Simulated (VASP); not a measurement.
# S (Fm-3m) in VASP: further runs

S is run at these levels: PBEsol; tasks: density of states.

All numbers are computed with VASP 6.6.1; they aren't measurements. Logs are shortened: lines on timing, memory, paths and dates and some standing lists are left out, and cuts for length are marked.

## (1) The cell of the first run

Symmetry: Fm-3m, No. 225, cubic system. The conventional cell has a = 2.880 Å, b = 2.880 Å, c = 2.880 Å, α = 90.00°, β = 90.00°, γ = 90.00°. Within 2.7 Å of S (site symmetry m-3m) lie 12 S at 2.04 Å.

## (2) Density of states, PBEsol (volume scaled by 0.4)

POSCAR reads:

```
S
1.0
    0.0000000000      1.4401132317      1.4401132317
    1.4401132317      0.0000000000      1.4401132317
    1.4401132317      1.4401132317      0.0000000000
S
1
Direct
    0.0000000000      0.0000000000      0.0000000000
```

INCAR.step1 reads:

```
PREC = Accurate
ENCUT = 520
EDIFF = 1E-6
ISMEAR = -1
SIGMA = 0.08
LREAL = F
LASPH = T
NELM = 100
ALGO = Normal
ISIF = 2
LWAVE = F
LCHARG = T
GGA = PS
NBANDS = 9
```

KPOINTS.step1 reads:

```
Automatic mesh
0
Gamma
  18 18 18
```

INCAR.step2 reads:

```
PREC = Accurate
ENCUT = 520
EDIFF = 1E-6
ISMEAR = -5
SIGMA = 0.08
LREAL = F
LASPH = T
NELM = 100
ALGO = Normal
ISIF = 2
LWAVE = F
LCHARG = F
GGA = PS
LORBIT = 11
NEDOS = 1001
ICHARG = 11
```

KPOINTS.step2 reads:

```
Automatic mesh
0
Gamma
  27 27 27
```

Potentials or basis: VASP PAW PBE potentials, release 64 (S).

The run is started by

```bash
$ cat potpaw_PBE.64/S/POTCAR > POTCAR
$ cp INCAR.step1 INCAR
$ cp KPOINTS.step1 KPOINTS
$ mpirun -np 1 vasp_std > vasp.out
$ cp INCAR.step2 INCAR
$ cp KPOINTS.step2 KPOINTS
$ mpirun -np 1 vasp_std > vasp.out
```

OUTCAR:

```text
PREC = Accurate
   ENCUT = 520
   EDIFF = 1E-6
   ISMEAR = -5
   LREAL = F
   LASPH = T
   NELM = 100
   ISIF = 2
   GGA = PS
   LORBIT = 11
   ICHARG = 11

 ion  position               nearest neighbor table
   1  0.000  0.000  0.000-

  LATTYP: Found a face centered cubic cell.
 ALAT       =     2.8802264634

  Lattice vectors:

 A1 = (   0.0000000000,   1.4401132317,   1.4401132317)
 A2 = (   1.4401132317,   0.0000000000,   1.4401132317)
 A3 = (   1.4401132317,   1.4401132317,   0.0000000000)

Analysis of symmetry for initial positions (statically):
=====================================================================
 Subroutine PRICEL returns:
 Original cell was already a primitive cell.

 Routine SETGRP: Setting up the symmetry group for a
 face centered cubic supercell.

 Subroutine GETGRP returns: Found 48 space group operations
[... 9 lines left out ...]

 Routine SETGRP: Setting up the symmetry group for a
 face centered cubic supercell.

 Subroutine GETGRP returns: Found 48 space group operations
[... 11 lines left out ...]
                                     Primitive cell

  volume of cell :       5.9734

  direct lattice vectors                    reciprocal lattice vectors
     0.000000000  1.440113232  1.440113232    -0.347194921  0.347194921  0.347194921
     1.440113232  0.000000000  1.440113232     0.347194921 -0.347194921  0.347194921
     1.440113232  1.440113232  0.000000000     0.347194921  0.347194921 -0.347194921

  length of vectors
     2.036627664  2.036627664  2.036627664     0.601359244  0.601359244  0.601359244

  position of ions in fractional coordinates (direct lattice)
     0.000000000  0.000000000  0.000000000

  ion indices of the primitive-cell ions
   primitive index   ion index
                 1           1

----------------------------------------------------------------------------------------

 KPOINTS: Automatic mesh

Automatic generation of k-mesh.
 Grid dimensions read from file:
 generate k-points for:   27   27   27

 Generating k-lattice:

  Cartesian coordinates                     Fractional coordinates (reciprocal lattice)
    -0.012859071  0.012859071  0.012859071     0.037037037  0.000000000  0.000000000
     0.012859071 -0.012859071  0.012859071     0.000000000  0.037037037  0.000000000
     0.012859071  0.012859071 -0.012859071     0.000000000  0.000000000  0.037037037

  Length of vectors
     0.022272565  0.022272565  0.022272565

  Shift w.r.t. Gamma in fractional coordinates (k-lattice)
     0.000000000  0.000000000  0.000000000

 TETIRR: Found   2653 inequivalent tetrahedra from   118098

 Subroutine IBZKPT returns following result:
 ===========================================

 Found    560 irreducible k-points:

 Following reciprocal coordinates:
            Coordinates               Weight
  0.000000  0.000000  0.000000      1.000000
  0.037037  0.000000  0.000000      8.000000
  0.074074  0.000000  0.000000      8.000000
  0.111111  0.000000  0.000000      8.000000
  0.148148  0.000000  0.000000      8.000000
  0.185185  0.000000  0.000000      8.000000
[... 16 lines left out ...]
  0.333333  0.037037  0.000000     24.000000
  0.370370  0.037037  0.000000     24.000000
 [... further k-points ...]
   k-points           NKPTS =    560   k-points in BZ     NKDIM =    560   number of bands    NBANDS=      7
   number of dos      NEDOS =   1001   number of ions     NIONS =      1
   total plane-waves  NPLWV =   4096
   dimension x,y,z NGX =    16 NGY =   16 NGZ =   16
   dimension x,y,z NGXF=    32 NGYF=   32 NGZF=   32
   ions per type =               1
   NGX,Y,Z   is equivalent  to a cutoff of  13.06, 13.06, 13.06 a.u.
   NGXF,Y,Z  is equivalent  to a cutoff of  26.12, 26.12, 26.12 a.u.
 SYSTEM =  unknown system
   PREC   = accura    normal or accurate (medium, high low for compatibility)
   ISTART =      0    job   : 0-new  1-cont  2-samecut
   ICHARG =     11    charge: 1-file 2-atom 10-const
   ISPIN  =      1    spin polarized calculation?
   LNONCOLLINEAR =      F non collinear calculations
   LSORBIT =      F    spin-orbit coupling
   LASPH  =      T    aspherical Exc in radial PAW
   ENCUT  =  520.0 eV  38.22 Ry    6.18 a.u.   3.79  3.79  3.79*2*pi/ulx,y,z
   NELM   =    100;   NELMIN=  2; NELMDL=  0     # of ELM steps
   EDIFF  = 0.1E-05   stopping-criterion for ELM
   LREAL  =      F    real-space projection
   EDIFFG = 0.1E-04   stopping-criterion for IOM
   NSW    =      0    number of steps for IOM
   IBRION =     -1    ionic relax: 0-MD 1-quasi-New 2-CG
   NFREE  =      0    steps in history (QN), initial steepest desc. (CG)
   ISIF   =      2    stress and relaxation
   ISYM   =      2    0-nonsym 1-usesym 2-fastsym
   POTIM  = 0.5000    time-step for ionic-motion
   TEBEG  =    0.0;   TEEND  =   0.0 temperature during run
   PSTRESS=    0.0 pullay stress
   NELECT =       6.0000    total number of electrons
   NUPDOWN=      -1.0000    fix difference up-down
   EMIN   =  10.00;   EMAX   =-10.00  energy-range for DOS
   EFERMI =   0.00;   METHOD = LEGACY
   ISMEAR =    -5;   SIGMA  =   0.08  broadening in eV -4-tet -1-fermi 0-gaus
   EFERMI_NEDOS =   21; number of points for ismear=-14 and -15
   IALGO  =     38    algorithm
   IMIX   =      4    mixing-type and parameters
     AMIX     =   0.40;   BMIX     =  1.00
     AMIX_MAG =   1.60;   BMIX_MAG =  1.00
  volume/ion in A,a.u.               =       5.97        40.31
  Fermi-wavevector in a.u.,A,eV,Ry     =   1.639527  3.098257 36.573130  2.688049
  Thomas-Fermi vector in A             =   2.730318
   LORBIT       =     11    0 simple, 1 ext, 2 COOP (PROOUT), +10 PAW based schemes
   GGA     = PS    functional components
   LHFCALC =     F    Hartree Fock is set to
   AEXX    =    0.0000 exact exchange contribution
   IVDW    =     0    specifies the selected vdW correction
   LEPSILON=     F    determine dielectric tensor
   LRPA    =     F    only Hartree local field effects (RPA)
 non-spin polarized calculation
 Fermi weights with tetrahedron method with Bloechl corrections
  energy-cutoff  :      520.00
  volume of cell :        5.97
 maximum number of plane-waves:       170

 number of electron       6.0000001 magnetization

 Free energy of the ion-electron system (eV)
  ---------------------------------------------------
  ext. energy  EPLUGINS =         0.00000000
  ---------------------------------------------------
  free energy    TOTEN  =         3.47020521 eV

  energy without entropy =        3.47020521  energy(sigma->0) =        3.47020521

 E-fermi :  28.4508     XC(G=0): -16.2080

 val. band max:       28.6761940585   @ k =   0.3704   0.2593   0.0370
 cond. band min:      27.9146901418   @ k =   0.4074   0.4074   0.0000
 fundamental gap:     -0.7615039168
 Fermi energy:        28.4508421537

 k-point     1 :       0.0000    0.0000    0.0000
  band No.  band energies     occupation
      1      -3.8035      2.00000
      2      40.8365      0.00000
      3      40.8365      0.00000
      4      40.8365      0.00000
      5      41.8089      0.00000
      6      41.8089      0.00000
      7      41.8089      0.00000

 k-point     2 :       0.0370    0.0000    0.0000
  band No.  band energies     occupation
      1      -3.7337      2.00000
      2      38.8718      0.00000
      3      40.2162      0.00000
      4      40.2162      0.00000
      5      42.5282      0.00000
      6      42.5282      0.00000
      7      43.1966      0.00000

 k-point     3 :       0.0741    0.0000    0.0000
  band No.  band energies     occupation
      1      -3.5246      2.00000
      2      36.2217      0.00000
      3      39.3783      0.00000
      4      39.3783      0.00000
      5      43.6480      0.00000
      6      43.6480      0.00000
      7      44.2313      0.00000

 k-point     4 :       0.1111    0.0000    0.0000
  band No.  band energies     occupation
      1      -3.1764      2.00000
      2      33.4590      0.00000
      3      38.6219      0.00000
      4      38.6219      0.00000
      5      44.7095      0.00000
      6      44.7995      0.00000
      7      44.7995      0.00000

 k-point     5 :       0.1481    0.0000    0.0000
  band No.  band energies     occupation
      1      -2.6897      2.00000
      2      30.6895     -0.03847
      3      37.9735      0.00000
      4      37.9735      0.00000
      5      44.8994      0.00000
      6      45.7155      0.00000
      7      45.7155      0.00000

 k-point     6 :       0.1852    0.0000    0.0000
  band No.  band energies     occupation
      1      -2.0656      2.00000
      2      27.9630      1.45260
      3      37.4392      0.00000
      4      37.4392      0.00000
      5      44.9687      0.00000
      6      45.8206      0.00000
      7      45.8206      0.00000

 k-point     7 :       0.2222    0.0000    0.0000
  band No.  band energies     occupation
      1      -1.3049      2.00000
      2      25.3066      2.00000
      3      37.0200      0.00000
      4      37.0200      0.00000
      5      45.0043      0.00000
      6      45.0471      0.00000
      7      45.0471      0.00000
[... 121 lines left out ...]
 k-point    20 :       0.2222    0.0370    0.0000
  band No.  band energies     occupation
      1      -1.5121      2.00000
      2      26.2290      2.03978
      3      35.7875      0.00000
      4      37.9857      0.00000
      5      43.6458      0.00000
      6      45.6190      0.00000
      7      46.7538      0.00000

 k-point    21 :       0.2593    0.0370    0.0000
  band No.  band energies     occupation
      1      -0.6615      2.00000
      2      23.6324      2.00000
      3      35.4509      0.00000
      4      37.6421      0.00000
      5      42.6227      0.00000
      6      45.6148      0.00000
      7      45.7433      0.00000

 k-point    22 :       0.2963    0.0370    0.0000
  band No.  band energies     occupation
      1       0.3235      2.00000
      2      21.1284      2.00000
      3      35.2319      0.00000
      4      37.3965      0.00000
      5      41.5101      0.00000
      6      44.6328      0.00000
      7      45.6795      0.00000

 k-point    23 :       0.3333    0.0370    0.0000
  band No.  band energies     occupation
      1       1.4410      2.00000
      2      18.7253      2.00000
      3      35.1299      0.00000
      4      37.2355      0.00000
      5      40.4666      0.00000
      6      43.5520      0.00000
      7      45.8044      0.00000

 k-point    24 :       0.3704    0.0370    0.0000
  band No.  band energies     occupation
      1       2.6892      2.00000
      2      16.4287      2.00000
      3      35.1430      0.00000
      4      37.1218      0.00000
      5      39.5776      0.00000
      6      42.5505      0.00000
      7      45.9931      0.00000

 [... further k-points ...]
[... 5 lines left out ...]
  --------------------------------------------------------------------------------------
  -------------------------------------------------------------------------------------
  Total       19.0450745     19.0450745     19.0450745      0.0000000     -0.0000000      0.0000000
  in kB     5108.2640662   5108.2640662   5108.2640662      0.0000000     -0.0000000      0.0000000
  external PRESSURE =    5108.2640662 kB  Pullay stress =       0.0000000 kB

 VOLUME and BASIS-vectors are now :
 -----------------------------------------------------------------------------
  energy-cutoff  :      520.00
  volume of cell :        5.97
      direct lattice vectors                 reciprocal lattice vectors
     0.000000000  1.440113232  1.440113232    -0.347194921  0.347194921  0.347194921
     1.440113232  0.000000000  1.440113232     0.347194921 -0.347194921  0.347194921
     1.440113232  1.440113232  0.000000000     0.347194921  0.347194921 -0.347194921

 POSITION                                       TOTAL-FORCE (eV/Angst)
 -----------------------------------------------------------------------------------
      0.00000      0.00000      0.00000         0.000000      0.000000      0.000000
 -----------------------------------------------------------------------------------
    total drift:                               -0.000000     -0.000000     -0.000000

  FREE ENERGIE OF THE ION-ELECTRON SYSTEM (eV)
  ---------------------------------------------------
  free  energy   TOTEN  =         3.4702052148 eV

  energy  without entropy=        3.4702052148  energy(sigma->0) =        3.47020521

 total charge

# of ion       s       p       d       tot
------------------------------------------
    1        1.442   2.496   0.000   3.938
```

Run time: 20 s. Hardware: 1 thread of AMD EPYC 7R13 (Zen 3), shared host; peak memory 0.09 GiB.

Results:

```
Valence electrons inside the program's atomic spheres : S 3.94
```

Caveat: the cell differs from its parent crystal (volume scaled by 0.4); the PAW data sets were made with another functional, which shifts forces and pressure a little; tetrahedron occupations give inexact forces and stress in metals.

## (3) Density of states, PBEsol

This run uses another cell than the first one, of 14.93 Å³/atom, 2.500 times its volume.

POSCAR reads:

```
S
1.0
    0.0000000000      1.9545343630      1.9545343630
    1.9545343630      0.0000000000      1.9545343630
    1.9545343630      1.9545343630      0.0000000000
S
1
Direct
    0.0000000000      0.0000000000      0.0000000000
```

INCAR.step1 reads:

```
ALGO = Normal
EDIFF = 1E-7
ENCUT = 520
GGA = PS
ISIF = 2
ISMEAR = -1
LASPH = T
LCHARG = T
LREAL = F
LWAVE = F
NBANDS = 9
NELM = 60
PREC = Accurate
SIGMA = 0.08
```

KPOINTS.step1 reads:

```
k-points
0
Gamma
  18 18 18
```

INCAR.step2 reads:

```
ALGO = Normal
EDIFF = 1E-7
ENCUT = 520
GGA = PS
ICHARG = 11
ISIF = 2
ISMEAR = -5
LASPH = T
LCHARG = F
LORBIT = 10
LREAL = F
LWAVE = F
NBANDS = 9
NEDOS = 1001
NELM = 60
PREC = Accurate
SIGMA = 0.08
```

KPOINTS.step2 reads:

```
k-points
0
Gamma
  27 27 27
```

Potentials or basis: VASP PAW PBE potentials, release 64 (S).

The run is started by

```bash
$ cat potpaw_PBE.64/S/POTCAR > POTCAR
$ cp INCAR.step1 INCAR
$ cp KPOINTS.step1 KPOINTS
$ mpirun -np 1 vasp_std > vasp.out
$ cp INCAR.step2 INCAR
$ cp KPOINTS.step2 KPOINTS
$ mpirun -np 1 vasp_std > vasp.out
```

OUTCAR:

```text
EDIFF = 1E-7
   ENCUT = 520
   GGA = PS
   ICHARG = 11
   ISIF = 2
   ISMEAR = -5
   LASPH = T
   LORBIT = 10
   LREAL = F
   NELM = 60
   PREC = Accurate

 ion  position               nearest neighbor table
   1  0.000  0.000  0.000-

  LATTYP: Found a face centered cubic cell.
 ALAT       =     3.9090687260

  Lattice vectors:

 A1 = (   0.0000000000,   1.9545343630,   1.9545343630)
 A2 = (   1.9545343630,   0.0000000000,   1.9545343630)
 A3 = (   1.9545343630,   1.9545343630,   0.0000000000)

Analysis of symmetry for initial positions (statically):
[... 466 lines left out ...]
      9      27.3741      0.00000

 [... further k-points ...]
[... 5 lines left out ...]
  --------------------------------------------------------------------------------------
  -------------------------------------------------------------------------------------
  Total       -0.0024673     -0.0024673     -0.0024673      0.0000000      0.0000000      0.0000000
  in kB       -0.2647090     -0.2647090     -0.2647090      0.0000000      0.0000000      0.0000000
  external PRESSURE =      -0.2647090 kB  Pullay stress =       0.0000000 kB

 VOLUME and BASIS-vectors are now :
 -----------------------------------------------------------------------------
  energy-cutoff  :      520.00
  volume of cell :       14.93
      direct lattice vectors                 reciprocal lattice vectors
     0.000000000  1.954534363  1.954534363    -0.255815405  0.255815405  0.255815405
     1.954534363  0.000000000  1.954534363     0.255815405 -0.255815405  0.255815405
     1.954534363  1.954534363  0.000000000     0.255815405  0.255815405 -0.255815405

 POSITION                                       TOTAL-FORCE (eV/Angst)
 -----------------------------------------------------------------------------------
      0.00000      0.00000      0.00000         0.000000      0.000000     -0.000000
 -----------------------------------------------------------------------------------
    total drift:                               -0.000000      0.000000      0.000000

  FREE ENERGIE OF THE ION-ELECTRON SYSTEM (eV)
  ---------------------------------------------------
  free  energy   TOTEN  =        -3.3364643747 eV

  energy  without entropy=       -3.3364643747  energy(sigma->0) =       -3.33646437

 total charge

# of ion       s       p       d       tot
------------------------------------------
    1        1.437   2.014   0.000   3.451
```

Wall time 72 s (1 thread of AMD EPYC 7R13 (Zen 3), shared host); peak memory 0.15 GiB.

Results:

```
Valence electrons inside the program's atomic spheres : S 3.45
```

Levels at points of the mesh, in eV from the Fermi level:
```csv
k point,band 1,band 2,band 3,band 4,band 5,band 6,band 7
"(0.00, 0.00, 0.00)",-17.35,3.54,3.54,3.54,12.13,12.13,12.13
```

Caveat: the PAW data sets were made with another functional, which shifts forces and pressure a little; tetrahedron occupations give inexact forces and stress in metals.

## (4) Density of states, PBEsol

This run uses another cell than the first one, of 14.93 Å³/atom, 2.500 times its volume.

POSCAR is that of step 3.

INCAR.step1 reads:

```
SYSTEM = S
PREC     = Accurate       ! precision mode
ENCUT    = 520            ! plane-wave cutoff, eV
EDIFF    = 1E-6           ! SCF threshold, eV
ISMEAR   = -1             ! smearing method
SIGMA    = 0.08           ! smearing width, eV
LREAL    = .FALSE.        ! projectors in reciprocal space
LASPH    = .TRUE.         ! aspherical terms in the spheres
NELM     = 100            ! most SCF steps
ALGO     = Normal         ! electronic algorithm
ISIF     = 2              ! what is computed and relaxed
LWAVE    = .FALSE.        ! write WAVECAR
LCHARG   = .TRUE.         ! write CHGCAR
GGA      = PS             ! functional
NBANDS   = 9              ! bands
```

KPOINTS.step1 reads:

```
Automatic mesh
0
G
  18 18 18
  0 0 0
```

INCAR.step2 reads:

```
SYSTEM = S
PREC     = Accurate       ! precision mode
ENCUT    = 520            ! plane-wave cutoff, eV
EDIFF    = 1E-6           ! SCF threshold, eV
ISMEAR   = -5             ! smearing method
SIGMA    = 0.08           ! smearing width, eV
LREAL    = .FALSE.        ! projectors in reciprocal space
LASPH    = .TRUE.         ! aspherical terms in the spheres
NELM     = 100            ! most SCF steps
ALGO     = Normal         ! electronic algorithm
ISIF     = 2              ! what is computed and relaxed
LWAVE    = .FALSE.        ! write WAVECAR
LCHARG   = .FALSE.        ! write CHGCAR
GGA      = PS             ! functional
LORBIT   = 11             ! projections on sites
NBANDS   = 9              ! bands
NEDOS    = 2001           ! points of the DOS
ICHARG   = 11             ! starting density
```

KPOINTS.step2 reads:

```
Automatic mesh
0
G
  27 27 27
  0 0 0
```

The run is started by

```bash
$ cat potpaw_PBE.64/S/POTCAR > POTCAR
$ cp INCAR.step1 INCAR
$ cp KPOINTS.step1 KPOINTS
$ mpirun -np 1 vasp_std > vasp.out
$ cp INCAR.step2 INCAR
$ cp KPOINTS.step2 KPOINTS
$ mpirun -np 1 vasp_std > vasp.out
```

Wall time 60 s (1 thread of AMD EPYC 7R13 (Zen 3), shared host); peak memory 0.15 GiB.

The run converged. Its results:

* Valence electrons inside the program's atomic spheres: S 3.45

Levels at points of the mesh, in eV from the Fermi level:
| k point | band 1 | band 2 | band 3 | band 4 | band 5 | band 6 | band 7 | band 8 |
| --- | --- | --- | --- | --- | --- | --- | --- | --- |
| (0.00, 0.00, 0.00) | -17.35 | 3.54 | 3.54 | 3.54 | 12.13 | 12.13 | 12.13 | 15.16 |

Caveat: the PAW data sets were made with another functional, which shifts forces and pressure a little; tetrahedron occupations give inexact forces and stress in metals.
